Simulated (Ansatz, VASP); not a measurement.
## Sn: VASP beside Ansatz

```
Sn
1.0
     0.00000    3.23808    3.23808
     3.23808    0.00000    3.23808
     3.23808    3.23808    0.00000
Sn
2
Direct
  0.50000 0.50000 0.50000
  0.75000 0.75000 0.75000
```

Alike in both runs: task single point; functional LDA; k mesh 4 × 4 × 4; occupations fermi-dirac, width 0.1 eV; no spin polarisation.

```csv
,VASP,Ansatz
version,VASP 6.6.1,Ansatz 0.2.0
potentials or method,"VASP PAW LDA potentials, release 64 (Sn_d), cutoff 520 eV","plane waves (420 eV) with PAW, scalar-relativistic"
valence electrons in the cell,28,28
```

```csv
,VASP,Ansatz,Ansatz less VASP
pressure (GPa),0.6,0.6,-0.03
```

Ansatz warns that its potentials were made for another functional, while VASP's fit it. LDA's correlation is that of Perdew and Zunger in VASP and of Perdew and Wang (1992) in Ansatz.

The k mesh is coarse, so the values compare programs but aren't converged.
